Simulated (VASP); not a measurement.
# HgTe (I-4m2) in VASP: notebook, part 2 of 3

VASP 6.6.1. The steps go on from the part before.

## (3) Single point, BLYP+D4, non-collinear spin, zero start, spin-orbit coupling

Contents of INCAR:

```
  PREC = Accurate
  ENCUT = 520
  EDIFF = 1E-6
  ISMEAR = 0
  SIGMA = 0.05
  LREAL = F
  LASPH = T
  NELM = 150
  ALGO = Normal
  ISIF = 2
  LWAVE = F
  LCHARG = F
  MAGMOM = 0 0 0 0 0 0
  LORBIT = 11
  LSORBIT = T
  GGA_COMPAT = F
  LORBMOM = T
  GGA = B5
  ALDAX = 1.0
  AGGAX = 1.0
  AGGAC = 1.0
  ALDAC = 0.0
  IVDW = 13
  VDW_S6 = 1.0
  VDW_S8 = 2.34076671
  VDW_A1 = 0.44488865
  VDW_A2 = 4.0933009
  NBANDS = 30
```

Contents of KPOINTS:

```
regular mesh
0
Gamma
  7 7 7
```

Contents of POSCAR:

```
HgTe
1.0
   -3.0456030000      3.0456030000      1.5594100000
    3.0456030000     -3.0456030000      1.5594100000
    3.0456030000      3.0456030000     -1.5594100000
Hg Te
1 1
Direct
    0.7500000000      0.2500000000      0.5000000000
    0.0000000000      0.0000000000      0.0000000000
```

Potentials or basis: VASP PAW PBE potentials, release 64 (Hg, Te).

Launch:

```bash
> cat potpaw_PBE.64/Hg/POTCAR potpaw_PBE.64/Te/POTCAR > POTCAR
> mpirun -np 1 vasp_ncl > vasp.out
```

OUTCAR:

```text
PREC = Accurate
   ENCUT = 520
   EDIFF = 1E-6
   ISMEAR = 0
   LREAL = F
   LASPH = T
   NELM = 150
   ISIF = 2
   LORBIT = 11
   LSORBIT = T
   GGA = B5
   IVDW = 13

 ion  position               nearest neighbor table
   1  0.750  0.250  0.500-   2 3.14   2 3.14   2 3.14   2 3.14
   2  0.000  0.000  0.000-   1 3.14   1 3.14   1 3.14   1 3.14

  LATTYP: Found a body centered tetragonal cell.
 ALAT       =     6.0912060000
 C/A-ratio  =     0.5120201156

  Lattice vectors:

 A1 = (  -3.0456030000,   3.0456030000,   1.5594100000)
 A2 = (   3.0456030000,  -3.0456030000,   1.5594100000)
 A3 = (   3.0456030000,   3.0456030000,  -1.5594100000)

Analysis of symmetry for initial positions (statically):
=====================================================================
 Subroutine PRICEL returns:
 Original cell was already a primitive cell.

 Routine SETGRP: Setting up the symmetry group for a
 body centered tetragonal supercell.

 Subroutine GETGRP returns: Found  8 space group operations
 (whereof  8 operations were pure point group operations)
 out of a pool of 16 trial point group operations.

The static configuration has the point symmetry D_2d.

Analysis of symmetry for dynamics (positions and initial velocities):
=====================================================================
 Subroutine PRICEL returns:
 Original cell was already a primitive cell.

 Routine SETGRP: Setting up the symmetry group for a
 body centered tetragonal supercell.

 Subroutine GETGRP returns: Found  8 space group operations
 (whereof  8 operations were pure point group operations)
 out of a pool of 16 trial point group operations.

The dynamic configuration has the point symmetry D_2d.

Analysis of structural, dynamic, and magnetic symmetry:
=====================================================================
[... 1006 lines left out ...]
            0.000  -0.000  -0.000

 orbital moment (y)

 # of ion     p       d       tot
 ----------------------------------------
  1         0.000   0.000   0.000
  2        -0.000   0.000  -0.000
 ----------------------------------------
           -0.000   0.000   0.000

 orbital moment (z)

 # of ion     p       d       tot
 ----------------------------------------
  1         0.000   0.000   0.000
  2         0.000  -0.000   0.000
 ----------------------------------------
            0.000  -0.000   0.000

 Spin-Orbit-Coupling matrix elements

 Ion:    1  E_soc:     -0.5144265
 l=   1
     0.0000000    -0.0188253    -0.0203654
    -0.0188253     0.0000000    -0.0188253
    -0.0203654    -0.0188253     0.0000000
 l=   2
     0.0000000    -0.0132030     0.0000000    -0.0132030    -0.0518237
    -0.0132030     0.0000000    -0.0408085    -0.0129943    -0.0131781
     0.0000000    -0.0408085     0.0000000    -0.0408085     0.0000000
    -0.0132030    -0.0129943    -0.0408085     0.0000000    -0.0131781
    -0.0518237    -0.0131781     0.0000000    -0.0131781     0.0000000
 l=   3
     0.0000000     0.0000000     0.0000000     0.0000000     0.0000000     0.0000000     0.0000000
     0.0000000     0.0000000     0.0000000     0.0000000     0.0000000     0.0000000     0.0000000
     0.0000000     0.0000000     0.0000000     0.0000000     0.0000000     0.0000000     0.0000000
     0.0000000     0.0000000     0.0000000     0.0000000     0.0000000     0.0000000     0.0000000
     0.0000000     0.0000000     0.0000000     0.0000000     0.0000000     0.0000000     0.0000000
     0.0000000     0.0000000     0.0000000     0.0000000     0.0000000     0.0000000     0.0000000
     0.0000000     0.0000000     0.0000000     0.0000000     0.0000000     0.0000000     0.0000000

 Ion:    2  E_soc:     -0.2546070
 l=   1
     0.0000000    -0.0412198    -0.0445789
    -0.0412198     0.0000000    -0.0412198
    -0.0445789    -0.0412198     0.0000000
 l=   2
     0.0000000    -0.0000058     0.0000000    -0.0000058    -0.0000731
    -0.0000058     0.0000000    -0.0000751    -0.0000023    -0.0000239
     0.0000000    -0.0000751     0.0000000    -0.0000751     0.0000000
    -0.0000058    -0.0000023    -0.0000751     0.0000000    -0.0000239
    -0.0000731    -0.0000239     0.0000000    -0.0000239     0.0000000
 l=   3
     0.0000000     0.0000000     0.0000000     0.0000000     0.0000000     0.0000000     0.0000000
     0.0000000     0.0000000     0.0000000     0.0000000     0.0000000     0.0000000     0.0000000
     0.0000000     0.0000000     0.0000000     0.0000000     0.0000000     0.0000000     0.0000000
     0.0000000     0.0000000     0.0000000     0.0000000     0.0000000     0.0000000     0.0000000
     0.0000000     0.0000000     0.0000000     0.0000000     0.0000000     0.0000000     0.0000000
     0.0000000     0.0000000     0.0000000     0.0000000     0.0000000     0.0000000     0.0000000
     0.0000000     0.0000000     0.0000000     0.0000000     0.0000000     0.0000000     0.0000000

 total charge

# of ion       s       p       d       tot
------------------------------------------
    1        0.855   0.243   9.371  10.469
    2        1.435   1.851   0.033   3.320
--------------------------------------------------
tot          2.291   2.094   9.404  13.790

 magnetization (x)

# of ion       s       p       d       tot
------------------------------------------
    1        0.000   0.000   0.000   0.000
    2        0.000   0.000   0.000   0.000
--------------------------------------------------
tot          0.000   0.000   0.000   0.000

 magnetization (y)

# of ion       s       p       d       tot
------------------------------------------
    1       -0.000   0.000  -0.000  -0.000
    2       -0.000   0.000  -0.000  -0.000
--------------------------------------------------
tot         -0.000   0.000  -0.000  -0.000

 magnetization (z)

# of ion       s       p       d       tot
------------------------------------------
    1        0.000  -0.000  -0.000   0.000
    2       -0.000   0.000   0.000  -0.000
--------------------------------------------------
tot          0.000  -0.000  -0.000   0.000
```

OSZICAR:

```text
N       E                     dE             d eps       ncg     rms          rms(c)
DAV:   1     0.115036511730E+03    0.11504E+03   -0.78057E+03  3480   0.105E+03
DAV:   2     0.252495775122E+01   -0.11251E+03   -0.10573E+03  3878   0.258E+02
DAV:   3    -0.262594165284E+01   -0.51509E+01   -0.51074E+01  4172   0.541E+01
DAV:   4    -0.267038464592E+01   -0.44443E-01   -0.44429E-01  4140   0.494E+00
DAV:   5    -0.267115090936E+01   -0.76626E-03   -0.76625E-03  4026   0.637E-01    0.734E+00
DAV:   6    -0.250426552546E+01    0.16689E+00   -0.36987E-01  3932   0.823E+00    0.511E+00
DAV:   7    -0.250375092529E+01    0.51460E-03   -0.82435E-02  3914   0.193E+00    0.234E+00
DAV:   8    -0.250348336019E+01    0.26757E-03   -0.54537E-03  3894   0.800E-01    0.919E-01
DAV:   9    -0.250355524539E+01   -0.71885E-04   -0.60313E-04  4014   0.223E-01    0.159E-01
DAV:  10    -0.250360316358E+01   -0.47918E-04   -0.22927E-04  3918   0.181E-01    0.363E-02
DAV:  11    -0.250360894697E+01   -0.57834E-05   -0.21855E-05  3916   0.575E-02    0.125E-02
DAV:  12    -0.250361170532E+01   -0.27584E-05   -0.55130E-06  3942   0.201E-02    0.125E-02
DAV:  13    -0.250361179684E+01   -0.91513E-07   -0.31717E-07  2274   0.464E-03
   1 F= -.42423551E+01 E0= -.42419316E+01  d E =-.846978E-03  mag=     0.0000    -0.0000    -0.0000
```

stdout:

```text
POSCAR found type information on POSCAR HgTe
 POSCAR found :  2 types and       2 ions
 scaLAPACK will be used
 -----------------------------------------------------------------------------
|                                                                             |
|                                                                             |
|     You enforced a specific xc type in the INCAR file but a different       |
|     I HOPE YOU KNOW WHAT YOU ARE DOING!                                     |
|                                                                             |
 -----------------------------------------------------------------------------

 LDA part: xc-table for (Slater(with rela. corr.)+VWN5), standard interpolation
 POSCAR, INCAR and KPOINTS ok, starting setup
 FFT: planning ... GRIDC
 FFT: planning ... GRID_SOFT
 FFT: planning ... GRID
 WAVECAR not read
 entering main loop
```

Run time: 1.8 min. Hardware: 1 thread of Intel Xeon 6975P-C (Granite Rapids), shared host; peak memory 0.45 GiB.

Results:

- Free energy: -4.2424 eV
- Pressure: -0.4 GPa
- Net moment: 0.00 μB per cell
- Valence electrons inside the program's atomic spheres: Hg 10.47; Te 3.32
- Dispersion energy per atom: -0.869 eV

Stress tensor (GPa, compression positive):
```
 0.49  0.00  0.00
 0.00  0.49  0.00
 0.00  0.00 -2.08
```

Moments on the atoms (μB; x, y, z):
```
Hg  0.00 0.00 0.00
Te  0.00 0.00 0.00
```

Caveat: the PAW data sets were made with another functional, which shifts forces and pressure a little.

## (4) Single point, PBEsol

Contents of INCAR:

```
SYSTEM = HgTe
  PREC = Accurate
  ENCUT = 520
  EDIFF = 1E-6
  ISMEAR = -1
  SIGMA = 0.03
  LREAL = .FALSE.
  LASPH = .TRUE.
  NELM = 100
  ALGO = Normal
  ISIF = 2
  LWAVE = .FALSE.
  LCHARG = .FALSE.
  GGA = PS
  NBANDS = 16
```

Contents of KPOINTS:

```
regular mesh
0
G
  6 6 6
  0 0 0
```

POSCAR is that of step 3.

Potentials or basis: VASP PAW PBE potentials, release 64 (Hg, Te).

Launch:

```bash
> cat potpaw_PBE.64/Hg/POTCAR potpaw_PBE.64/Te/POTCAR > POTCAR
> mpirun -np 1 vasp_std > vasp.out
```

OUTCAR:

```text
SYSTEM = HgTe
   PREC = Accurate
   ENCUT = 520
   EDIFF = 1E-6
   ISMEAR = -1
   LREAL = .FALSE.
   LASPH = .TRUE.
   NELM = 100
   ISIF = 2
   GGA = PS

 ion  position               nearest neighbor table
   1  0.750  0.250  0.500-   2 3.14   2 3.14   2 3.14   2 3.14
   2  0.000  0.000  0.000-   1 3.14   1 3.14   1 3.14   1 3.14

  LATTYP: Found a body centered tetragonal cell.
 ALAT       =     6.0912060000
 C/A-ratio  =     0.5120201156

  Lattice vectors:

 A1 = (  -3.0456030000,   3.0456030000,   1.5594100000)
 A2 = (   3.0456030000,  -3.0456030000,   1.5594100000)
 A3 = (   3.0456030000,   3.0456030000,  -1.5594100000)

Analysis of symmetry for initial positions (statically):
=====================================================================
 Subroutine PRICEL returns:
 Original cell was already a primitive cell.

 Routine SETGRP: Setting up the symmetry group for a
 body centered tetragonal supercell.

 Subroutine GETGRP returns: Found  8 space group operations
 (whereof  8 operations were pure point group operations)
 out of a pool of 16 trial point group operations.

The static configuration has the point symmetry D_2d.

Analysis of symmetry for dynamics (positions and initial velocities):
=====================================================================
 Subroutine PRICEL returns:
 Original cell was already a primitive cell.

 Routine SETGRP: Setting up the symmetry group for a
 body centered tetragonal supercell.

 Subroutine GETGRP returns: Found  8 space group operations
 (whereof  8 operations were pure point group operations)
 out of a pool of 16 trial point group operations.

The dynamic configuration has the point symmetry D_2d.

 Subroutine INISYM returns: Found  8 space group operations
 (whereof  8 operations are pure point group operations),
 and found     1 'primitive' translations

----------------------------------------------------------------------------------------

[... 111 lines left out ...]
     AMIX     =   0.40;   BMIX     =  1.00
     AMIX_MAG =   1.60;   BMIX_MAG =  1.00
  volume/ion in A,a.u.               =      28.93       195.22
  Fermi-wavevector in a.u.,A,eV,Ry     =   1.109286  2.096246 16.742166  1.230515
  Thomas-Fermi vector in A             =   2.245823
   LORBIT       =      0    0 simple, 1 ext, 2 COOP (PROOUT), +10 PAW based schemes
   GGA     = PS    functional components
   LHFCALC =     F    Hartree Fock is set to
   AEXX    =    0.0000 exact exchange contribution
   IVDW    =     0    specifies the selected vdW correction
   LEPSILON=     F    determine dielectric tensor
   LRPA    =     F    only Hartree local field effects (RPA)
 non-spin polarized calculation
  energy-cutoff  :      520.00
  volume of cell :       57.86
 maximum number of plane-waves:      1586
 NGX is ok and might be reduce to    36
   NGX = 17   NGY = 17   NGZ = 17

 number of electron      18.0000002 magnetization

 Free energy of the ion-electron system (eV)
  ---------------------------------------------------
  ext. energy  EPLUGINS =         0.00000000
  ---------------------------------------------------
  free energy    TOTEN  =        -3.94636369 eV

  energy without entropy =       -3.93855722  energy(sigma->0) =       -3.94246046

 E-fermi :   4.4541     XC(G=0):  -9.9929

 val. band max:        4.4286952855   @ k =  -0.3333   0.5000   0.3333
 cond. band min:       4.5093397141   @ k =   0.5000   0.3333   0.0000
 fundamental gap:      0.0806444285
 Fermi energy:         4.4540930724

 k-point     1 :       0.0000    0.0000    0.0000
  band No.  band energies     occupation
      1      -8.3080      2.00000
      2      -2.9751      2.00000
      3      -2.2966      2.00000
      4      -2.2182      2.00000
      5      -1.7657      2.00000
      6      -1.7657      2.00000
[... 433 lines left out ...]
      3      -2.5582      2.00000
      4      -2.2946      2.00000
      5      -2.0155      2.00000
      6      -1.5008      2.00000
[... 8 lines left out ...]
     15      14.5475      0.00000
     16      16.0762      0.00000

 [... further k-points ...]

------------------------ aborting loop because EDIFF is reached ----------------------------------------

  FORCE on cell =-STRESS in cart. coord.  units (eV):
  Direction    XX          YY          ZZ          XY          YZ          ZX
  --------------------------------------------------------------------------------------
  -------------------------------------------------------------------------------------
  Total       -1.1673691     -1.1673691     -1.1108025      0.0000000      0.0000000      0.0000000
  in kB      -32.3259938    -32.3259938    -30.7595892      0.0000000      0.0000000      0.0000000
  external PRESSURE =     -31.8038589 kB  Pullay stress =       0.0000000 kB

 VOLUME and BASIS-vectors are now :
 -----------------------------------------------------------------------------
  energy-cutoff  :      520.00
  volume of cell :       57.86
      direct lattice vectors                 reciprocal lattice vectors
    -3.045603000  3.045603000  1.559410000     0.000000000  0.164171102  0.320634086
     3.045603000 -3.045603000  1.559410000     0.164171102  0.000000000  0.320634086
     3.045603000  3.045603000 -1.559410000     0.164171102  0.164171102  0.000000000

 POSITION                                       TOTAL-FORCE (eV/Angst)
 -----------------------------------------------------------------------------------
      0.00000      3.04560      0.77970         0.000000     -0.000000      0.000000
      0.00000      0.00000      0.00000        -0.000000      0.000000     -0.000000
 -----------------------------------------------------------------------------------
    total drift:                               -0.000000      0.000000     -0.000000

  FREE ENERGIE OF THE ION-ELECTRON SYSTEM (eV)
  ---------------------------------------------------
  free  energy   TOTEN  =        -3.9463636913 eV

  energy  without entropy=       -3.9385572200  energy(sigma->0) =       -3.94246046
```

Wall time 42 s (1 thread of Intel Xeon 8259CL, shared host); peak memory 0.21 GiB.

What came out:

```yaml
Free_energy: -3.9464 eV
Pressure: -3.2 GPa
Band_gap_on_the_k_mesh: zero (bands 9 and 10 overlap by 3.84 eV)
```

Caveat: the k points lie up to 0.38 Å⁻¹ apart, too coarse for converged energies and pressures of a metal; the PAW data sets were made with another functional, which shifts forces and pressure a little; spin-orbit coupling is left out, which moves the levels of the heavy elements.

(Continued in part 3 of 3.)
